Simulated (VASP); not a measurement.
Here is a VASP 6.6.1 calculation.

Contents of INCAR:

```
SYSTEM = Mg
PREC = Accurate ; ENCUT = 520
EDIFF = 1E-6 ; ISMEAR = 0
SIGMA = 0.15 ; LREAL = .False.
LASPH = .True. ; NELM = 100
ALGO = Fast ; ISIF = 2
LWAVE = .False. ; LCHARG = .True.
GGA = PE ; LELF = .True.
LVHAR = .True. ; NBANDS = 7
```

Contents of KPOINTS:

```
regular mesh
0
Gamma
  18 18 16
  0 0 0
```

File POSCAR:

```
Mg
1.0
    3.0502998005      0.0000000000      0.0571931213
   -1.5251499003      2.6416371164     -0.0285965606
    0.0570907044      0.0000000000      3.0448375700
Mg
1
Direct
    0.0000000000      0.0000000000      0.0000000000
```

Potentials or basis: VASP PAW PBE potentials, release 64 (Mg).

Command:

```bash
$ cat potpaw_PBE.64/Mg/POTCAR > POTCAR
$ mpirun -np 1 vasp_std > vasp.out
```

Task: What does it give for the pressure?

Result: 1.2 GPa.

Task: What does it give for the band gap on the k mesh?

Result: Zero (bands 1 and 2 overlap by 5.29 eV).

Stress tensor (GPa, compression positive):
```
1.38 0.00 0.43
0.00 1.39 0.00
0.43 0.00 0.84
```

Caveat: the cell differs from its parent crystal (strain +0.0375 x Voigt [0, 0, 0, 0, 1, 0]).
